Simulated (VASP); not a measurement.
# PbS (I4/mmm) in VASP: a series of runs, part 2 of 2

VASP 6.6.1.

## Step 3: Single point, PBE+D3(BJ) (strain -0.050 along x and y, +0.050 along z)

Contents of INCAR:

```
SYSTEM = PbS
  PREC = Accurate
  ENCUT = 520
  EDIFF = 1E-6
  ISMEAR = 0
  SIGMA = 0.03
  LREAL = .FALSE.
  LASPH = .TRUE.
  NELM = 60
  ALGO = Normal
  ISIF = 2
  LWAVE = .FALSE.
  LCHARG = .FALSE.
  GGA = PE
  IVDW = 12
  NBANDS = 17
```

Contents of KPOINTS:

```
Automatic mesh
0
G
  10 10 10
  0 0 0
```

Contents of POSCAR:

```
PbS
1.0
    0.0000000000      2.8167500000      3.1132500000
    2.8167500000      0.0000000000      3.1132500000
    2.8167500000      2.8167500000      0.0000000000
Pb S
1 1
Direct
    0.0000000000      0.0000000000      0.0000000000
    0.5000000000      0.5000000000      0.5000000000
```

Potentials or basis: VASP PAW PBE potentials, release 64 (Pb_d, S).

Started as:

```
$ cat potpaw_PBE.64/Pb_d/POTCAR potpaw_PBE.64/S/POTCAR > POTCAR
$ mpirun -np 1 vasp_std > vasp.out
```

OUTCAR:

```text
SYSTEM = PbS
   PREC = Accurate
   ENCUT = 520
   EDIFF = 1E-6
   ISMEAR = 0
   LREAL = .FALSE.
   LASPH = .TRUE.
   NELM = 60
   ISIF = 2
   GGA = PE
   IVDW = 12
 IVDW          = 12

 ion  position               nearest neighbor table
   1  0.000  0.000  0.000-   2 2.82   2 2.82   2 2.82   2 2.82   2 3.11   2 3.11
   2  0.500  0.500  0.500-   1 2.82   1 2.82   1 2.82   1 2.82   1 3.11   1 3.11

  LATTYP: Found a body centered tetragonal cell.
 ALAT       =     3.9834860518
 C/A-ratio  =     1.5630781479

  Lattice vectors:

 A1 = (  -2.8167500000,   0.0000000000,   3.1132500000)
[... 667 lines left out ...]

 Edisp (eV)   -0.73356

 E8    (eV) :    -0.3298

  FORCE on cell =-STRESS in cart. coord.  units (eV):
  Direction    XX          YY          ZZ          XY          YZ          ZX
  --------------------------------------------------------------------------------------
  -------------------------------------------------------------------------------------
  Total       3.04171     3.04171    -1.31096     0.00000     0.00000    -0.00000
  in kB      98.64787    98.64787   -42.51665     0.00000     0.00000    -0.00000
  external pressure =       51.59 kB  Pullay stress =        0.00 kB

 VOLUME and BASIS-vectors are now :
 -----------------------------------------------------------------------------
  energy-cutoff  :      520.00
  volume of cell :       49.40
      direct lattice vectors                 reciprocal lattice vectors
     0.000000000  2.816750000  3.113250000    -0.177509541  0.177509541  0.160603871
     2.816750000  0.000000000  3.113250000     0.177509541 -0.177509541  0.160603871
     2.816750000  2.816750000  0.000000000     0.177509541  0.177509541 -0.160603871

 POSITION                                       TOTAL-FORCE (eV/Angst)
 -----------------------------------------------------------------------------------
      0.00000      0.00000      0.00000        -0.000000      0.000000     -0.000000
      2.81675      2.81675      3.11325         0.000000     -0.000000      0.000000
 -----------------------------------------------------------------------------------
    total drift:                                0.000000     -0.000000     -0.000000

  FREE ENERGIE OF THE ION-ELECTRON SYSTEM (eV)
  ---------------------------------------------------
  free  energy   TOTEN  =        -9.2654191247 eV

  energy  without entropy=       -9.2654156857  energy(sigma->0) =       -9.26541741
```

Run time: 80 s. Hardware: 1 thread of Intel Xeon 8259CL, shared host; peak memory 0.25 GiB.

Results:

| Property | Result |
| --- | --- |
| Free energy | -9.2654 eV |
| Pressure | 5.2 GPa |
| Band gap on the k mesh | 0.12 eV |
| Dispersion energy per atom | -0.367 eV |

Levels at points of the mesh, in eV from the valence-band top:
```tsv
k point	band 6	band 7	band 8	band 9	band 10	band 11	band 12	band 13	band 14	band 15
(0.00, 0.00, 0.00)	-14.29	-5.99	-2.88	-2.88	-2.17	3.89	6.07	6.08	6.08	6.70
(0.50, 0.00, 0.00)	-12.92	-9.39	-2.33	-2.03	0.00	0.11	1.52	2.01	8.53	9.65
(0.50, 0.50, 0.00)	-12.81	-6.95	-5.73	-3.84	-3.84	3.76	4.88	6.22	6.22	11.25
(0.50, 0.00, 0.50)	-12.14	-7.57	-5.92	-4.56	-3.53	3.38	4.53	6.01	6.72	10.32
```

Caveat: the cell differs from its parent crystal (strain -0.050 along x and y, +0.050 along z); the stress differs along the axes, from -4 to 10 GPa; spin-orbit coupling is left out, which moves the levels of the heavy elements. A k mesh can miss the band edges.

## Step 4: Single point, PBE+D3(BJ) (strain +0.000 along x and y, -0.050 along z)

Contents of INCAR:

```
SYSTEM = PbS
PREC = Accurate
ENCUT = 520
EDIFF = 1E-6
ISMEAR = 0
SIGMA = 0.03
LREAL = .False.
LASPH = .True.
NELM = 60
ALGO = Normal
ISIF = 2
LWAVE = .False.
LCHARG = .False.
GGA = PE
IVDW = 12
NBANDS = 17
```

Contents of KPOINTS:

```
Automatic mesh
0
Gamma
  10 10 10
  0 0 0
```

Contents of POSCAR:

```
PbS
1.0
    0.0000000000      2.9650000000      2.8167500000
    2.9650000000      0.0000000000      2.8167500000
    2.9650000000      2.9650000000      0.0000000000
Pb S
1 1
Direct
    0.0000000000      0.0000000000      0.0000000000
    0.5000000000      0.5000000000      0.5000000000
```

Potentials or basis: VASP PAW PBE potentials, release 64 (Pb_d, S).

Started as:

```
$ cat potpaw_PBE.64/Pb_d/POTCAR potpaw_PBE.64/S/POTCAR > POTCAR
$ mpirun -np 1 vasp_std > vasp.out
```

OUTCAR:

```text
SYSTEM = PbS
   PREC = Accurate
   ENCUT = 520
   EDIFF = 1E-6
   ISMEAR = 0
   LREAL = .False.
   LASPH = .True.
   NELM = 60
   ISIF = 2
   GGA = PE
   IVDW = 12
 IVDW          = 12

 ion  position               nearest neighbor table
   1  0.000  0.000  0.000-   2 2.82   2 2.82   2 2.96   2 2.96   2 2.96   2 2.96
   2  0.500  0.500  0.500-   1 2.82   1 2.82   1 2.96   1 2.96   1 2.96   1 2.96

  LATTYP: Found a body centered tetragonal cell.
 ALAT       =     4.1931432124
 C/A-ratio  =     1.3435028843

  Lattice vectors:

 A1 = (   0.0000000000,  -2.9650000000,  -2.8167500000)
 A2 = (   0.0000000000,   2.9650000000,  -2.8167500000)
 A3 = (   2.9650000000,   0.0000000000,   2.8167500000)

Analysis of symmetry for initial positions (statically):
=====================================================================
 Subroutine PRICEL returns:
 Original cell was already a primitive cell.

 Routine SETGRP: Setting up the symmetry group for a
 body centered tetragonal supercell.

 Subroutine GETGRP returns: Found 16 space group operations
 (whereof 16 operations were pure point group operations)
 out of a pool of 16 trial point group operations.

The static configuration has the point symmetry D_4h.

Analysis of symmetry for dynamics (positions and initial velocities):
=====================================================================
 Subroutine PRICEL returns:
 Original cell was already a primitive cell.

 Routine SETGRP: Setting up the symmetry group for a
 body centered tetragonal supercell.

 Subroutine GETGRP returns: Found 16 space group operations
 (whereof 16 operations were pure point group operations)
 out of a pool of 16 trial point group operations.

The dynamic configuration has the point symmetry D_4h.

 Subroutine INISYM returns: Found 16 space group operations
 (whereof 16 operations are pure point group operations),
 and found     1 'primitive' translations

----------------------------------------------------------------------------------------

                                     Primitive cell

  volume of cell :      49.5254

  direct lattice vectors                    reciprocal lattice vectors
     0.000000000  2.965000000  2.816750000    -0.168634064  0.168634064  0.177509541
     2.965000000  0.000000000  2.816750000     0.168634064 -0.168634064  0.177509541
     2.965000000  2.965000000  0.000000000     0.168634064  0.168634064 -0.177509541

  length of vectors
     4.089658367  4.089658367  4.193143212     0.297295362  0.297295362  0.297295362

  position of ions in fractional coordinates (direct lattice)
     0.000000000  0.000000000  0.000000000
     0.500000000  0.500000000  0.500000000

  ion indices of the primitive-cell ions
   primitive index   ion index
                 1           1
                 2           2

----------------------------------------------------------------------------------------

 KPOINTS: Automatic mesh

Automatic generation of k-mesh.
 Grid dimensions read from file:
 generate k-points for:   10   10   10

 Generating k-lattice:

  Cartesian coordinates                     Fractional coordinates (reciprocal lattice)
    -0.016863406  0.016863406  0.017750954     0.100000000  0.000000000  0.000000000
     0.016863406 -0.016863406  0.017750954     0.000000000  0.100000000  0.000000000
     0.016863406  0.016863406 -0.017750954    -0.000000000 -0.000000000  0.100000000

  Length of vectors
     0.029729536  0.029729536  0.029729536

  Shift w.r.t. Gamma in fractional coordinates (k-lattice)
     0.000000000  0.000000000  0.000000000

 Subroutine IBZKPT returns following result:
 ===========================================

 Found    102 irreducible k-points:

 Following reciprocal coordinates:
            Coordinates               Weight
  0.000000  0.000000  0.000000      1.000000
  0.100000  0.000000  0.000000      8.000000
  0.200000  0.000000  0.000000      8.000000
  0.300000  0.000000  0.000000      8.000000
  0.400000 -0.000000  0.000000      8.000000
  0.500000  0.000000  0.000000      4.000000
[... 16 lines left out ...]
  0.300000  0.300000  0.000000      2.000000
  0.400000  0.300000  0.000000      8.000000
 [... further k-points ...]
   k-points           NKPTS =    102   k-points in BZ     NKDIM =    102   number of bands    NBANDS=     17
   number of dos      NEDOS =    301   number of ions     NIONS =      2
   total plane-waves  NPLWV =  28800
   dimension x,y,z NGX =    30 NGY =   30 NGZ =   32
   dimension x,y,z NGXF=    60 NGYF=   60 NGZF=   64
   ions per type =               1   1
   NGX,Y,Z   is equivalent  to a cutoff of  12.20, 12.20, 12.69 a.u.
   NGXF,Y,Z  is equivalent  to a cutoff of  24.39, 24.39, 25.37 a.u.
 SYSTEM =  PbS
   PREC   = accura    normal or accurate (medium, high low for compatibility)
   ISTART =      0    job   : 0-new  1-cont  2-samecut
   ICHARG =      2    charge: 1-file 2-atom 10-const
   ISPIN  =      1    spin polarized calculation?
   LNONCOLLINEAR =      F non collinear calculations
   LSORBIT =      F    spin-orbit coupling
   LASPH  =      T    aspherical Exc in radial PAW
   ENCUT  =  520.0 eV  38.22 Ry    6.18 a.u.   7.60  7.60  7.80*2*pi/ulx,y,z
   NELM   =     60;   NELMIN=  2; NELMDL= -5     # of ELM steps
   EDIFF  = 0.1E-05   stopping-criterion for ELM
   LREAL  =      F    real-space projection
   EDIFFG = 0.1E-04   stopping-criterion for IOM
   NSW    =      0    number of steps for IOM
   IBRION =     -1    ionic relax: 0-MD 1-quasi-New 2-CG
   NFREE  =      0    steps in history (QN), initial steepest desc. (CG)
   ISIF   =      2    stress and relaxation
   ISYM   =      2    0-nonsym 1-usesym 2-fastsym
   POTIM  = 0.5000    time-step for ionic-motion
   TEBEG  =    0.0;   TEEND  =   0.0 temperature during run
   PSTRESS=    0.0 pullay stress
   NELECT =      20.0000    total number of electrons
   NUPDOWN=      -1.0000    fix difference up-down
   EMIN   =  10.00;   EMAX   =-10.00  energy-range for DOS
   EFERMI =   0.00;   METHOD = LEGACY
   ISMEAR =     0;   SIGMA  =   0.03  broadening in eV -4-tet -1-fermi 0-gaus
   EFERMI_NEDOS =   21; number of points for ismear=-14 and -15
   IALGO  =     38    algorithm
   IMIX   =      4    mixing-type and parameters
     AMIX     =   0.40;   BMIX     =  1.00
     AMIX_MAG =   1.60;   BMIX_MAG =  1.00
  volume/ion in A,a.u.               =      24.76       167.11
  Fermi-wavevector in a.u.,A,eV,Ry     =   1.210066  2.286692 19.922451  1.464259
  Thomas-Fermi vector in A             =   2.345624
   LORBIT       =      0    0 simple, 1 ext, 2 COOP (PROOUT), +10 PAW based schemes
   GGA     = PE    functional components
   LHFCALC =     F    Hartree Fock is set to
   AEXX    =    0.0000 exact exchange contribution
   IVDW    =    12    specifies the selected vdW correction
   LEPSILON=     F    determine dielectric tensor
   LRPA    =     F    only Hartree local field effects (RPA)
 non-spin polarized calculation
 Gauss-broadening in eV      SIGMA  =   0.03
  energy-cutoff  :      520.00
  volume of cell :       49.53
 maximum number of plane-waves:      1352
   NGX = 15   NGY = 15   NGZ = 15

 number of electron      19.9999999 magnetization

 Free energy of the ion-electron system (eV)
  ---------------------------------------------------
  ext. energy  EPLUGINS =         0.00000000
  ---------------------------------------------------
  free energy    TOTEN  =        -8.64265710 eV

  energy without entropy =       -8.64262635  energy(sigma->0) =       -8.64264173

 E-fermi :   6.6970     XC(G=0):  -9.9254

 val. band max:        6.6604537999   @ k =   0.5000   0.0000   0.0000
 cond. band min:       6.7335056094   @ k =   0.5000   0.0000   0.0000
 fundamental gap:      0.0730518095
 Fermi energy:         6.6969797051

 k-point     1 :       0.0000    0.0000    0.0000
  band No.  band energies     occupation
      1     -10.3961      2.00000
      2     -10.3923      2.00000
      3     -10.3870      2.00000
      4     -10.3870      2.00000
      5     -10.3688      2.00000
      6      -7.5642      2.00000
[... 9 lines left out ...]
     16      13.3404      0.00000
     17      15.1942      0.00000
[... 441 lines left out ...]
 k-point    24 :       0.4000    0.3000    0.0000
  band No.  band energies     occupation
      1     -10.5145      2.00000
      2     -10.4215      2.00000
      3     -10.3674      2.00000
      4     -10.3258      2.00000
      5     -10.3215      2.00000
      6      -6.0312      2.00000
[... 9 lines left out ...]
     16      17.5379      0.00000
     17      18.2930      0.00000

 [... further k-points ...]

------------------------ aborting loop because EDIFF is reached ----------------------------------------

 Edisp (eV)   -0.73194

 E8    (eV) :    -0.3291

  FORCE on cell =-STRESS in cart. coord.  units (eV):
  Direction    XX          YY          ZZ          XY          YZ          ZX
  --------------------------------------------------------------------------------------
  -------------------------------------------------------------------------------------
  Total       0.23904     0.23904     3.09788     0.00000     0.00000    -0.00000
  in kB       7.73318     7.73318   100.21853     0.00000     0.00000    -0.00000
  external pressure =       38.56 kB  Pullay stress =        0.00 kB

 VOLUME and BASIS-vectors are now :
 -----------------------------------------------------------------------------
  energy-cutoff  :      520.00
  volume of cell :       49.53
      direct lattice vectors                 reciprocal lattice vectors
     0.000000000  2.965000000  2.816750000    -0.168634064  0.168634064  0.177509541
     2.965000000  0.000000000  2.816750000     0.168634064 -0.168634064  0.177509541
     2.965000000  2.965000000  0.000000000     0.168634064  0.168634064 -0.177509541

 POSITION                                       TOTAL-FORCE (eV/Angst)
 -----------------------------------------------------------------------------------
      0.00000      0.00000      0.00000         0.000000      0.000000     -0.000000
      2.96500      2.96500      2.81675        -0.000000      0.000000      0.000000
 -----------------------------------------------------------------------------------
    total drift:                               -0.000000      0.000000      0.000000

  FREE ENERGIE OF THE ION-ELECTRON SYSTEM (eV)
  ---------------------------------------------------
  free  energy   TOTEN  =        -9.3745983988 eV

  energy  without entropy=       -9.3745676487  energy(sigma->0) =       -9.37458302
```

OSZICAR:

```text
N       E                     dE             d eps       ncg     rms          rms(c)
DAV:   1     0.163104438614E+03    0.16310E+03   -0.98312E+03  3468   0.126E+03
DAV:   2     0.330219111950E+01   -0.15980E+03   -0.15388E+03  3696   0.323E+02
DAV:   3    -0.877260018388E+01   -0.12075E+02   -0.11924E+02  4513   0.929E+01
DAV:   4    -0.908022172353E+01   -0.30762E+00   -0.30728E+00  4448   0.159E+01
DAV:   5    -0.909117613039E+01   -0.10954E-01   -0.10953E-01  5162   0.291E+00    0.521E+00
DAV:   6    -0.864149728413E+01    0.44968E+00   -0.12100E+00  5532   0.807E+00    0.363E+00
DAV:   7    -0.863967888694E+01    0.18184E-02   -0.14631E-01  4385   0.200E+00    0.197E+00
DAV:   8    -0.864284037240E+01   -0.31615E-02   -0.15440E-02  4413   0.139E+00    0.141E-01
DAV:   9    -0.864250719351E+01    0.33318E-03   -0.27406E-03  5666   0.488E-01    0.906E-02
DAV:  10    -0.864264406350E+01   -0.13687E-03   -0.32427E-04  4020   0.130E-01    0.479E-02
DAV:  11    -0.864265630659E+01   -0.12243E-04   -0.67324E-05  4986   0.917E-02    0.249E-02
DAV:  12    -0.864265710080E+01   -0.79420E-06   -0.43667E-06  4522   0.188E-02
   1 F= -.93745984E+01 E0= -.93745830E+01  d E =-.307501E-04
```

stdout:

```text
POSCAR found type information on POSCAR PbS
 POSCAR found :  2 types and       2 ions
 scaLAPACK will be used
 LDA part: xc-table for (Slater+PW92), standard interpolation
 POSCAR, INCAR and KPOINTS ok, starting setup
 FFT: planning ... GRIDC
 FFT: planning ... GRID_SOFT
 FFT: planning ... GRID
 WAVECAR not read
 entering main loop
```

Wall time 94 s (1 thread of Intel Xeon 8259CL, shared host); peak memory 0.24 GiB.

Results:

```yaml
Free_energy: -9.3746 eV
Pressure: 3.9 GPa
Band_gap_on_the_k_mesh: 0.07 eV
Dispersion_energy_per_atom: -0.366 eV
```

Stress tensor (GPa, compression positive):
```
 0.77  0.00  0.00
 0.00  0.77  0.00
 0.00  0.00 10.02
```

Levels at points of the mesh, in eV from the valence-band top:
```csv
k point,band 8,band 9,band 10,band 11,band 12,band 13
"(0.00, 0.00, 0.00)",-2.88,-2.43,-2.43,4.84,4.84,6.12
"(0.50, 0.00, 0.00)",-2.20,-2.09,0.00,0.07,1.54,1.92
"(0.50, 0.50, 0.00)",-5.86,-4.01,-4.01,3.35,5.57,5.57
"(0.50, 0.00, 0.50)",-5.77,-4.17,-3.62,3.58,5.28,5.43
```

Caveat: the cell differs from its parent crystal (strain +0.000 along x and y, -0.050 along z); the stress differs along the axes, from 1 to 10 GPa; spin-orbit coupling is left out, which moves the levels of the heavy elements.

## Step 5: Summary

| cell | gap on the mesh (eV) | pressure (GPa) |
| --- | --- | --- |
| a = 4.144, b = 4.144, c = 3.983 Å, angles 61.3, 61.3, 57.5°, 2 atoms | 0.13 | 6.3 |
| a = 4.198, b = 4.198, c = 3.983 Å, angles 61.7, 61.7, 56.6°, 2 atoms | 0.12 | 5.2 |
| a = 4.090, b = 4.090, c = 4.193 Å, angles 59.2, 59.2, 61.7°, 2 atoms | 0.07 | 3.9 |

Alike in all rows: task single point; level PBE+D3(BJ); potentials or basis VASP PAW PBE potentials, release 64 (Pb_d, S); no spin polarisation; k mesh 10 × 10 × 10; cutoff (eV) 520; smearing gaussian 0.03 eV.

Caveats: spin-orbit coupling is left out, which moves the levels of the heavy elements; the stress differs along the axes, from -2 to 10 GPa (at least some runs); the stress differs along the axes, from -4 to 10 GPa (at least some runs); the stress differs along the axes, from 1 to 10 GPa (at least some runs).

Total energies depend on the potentials used, so only differences within one code and one set of settings carry meaning.
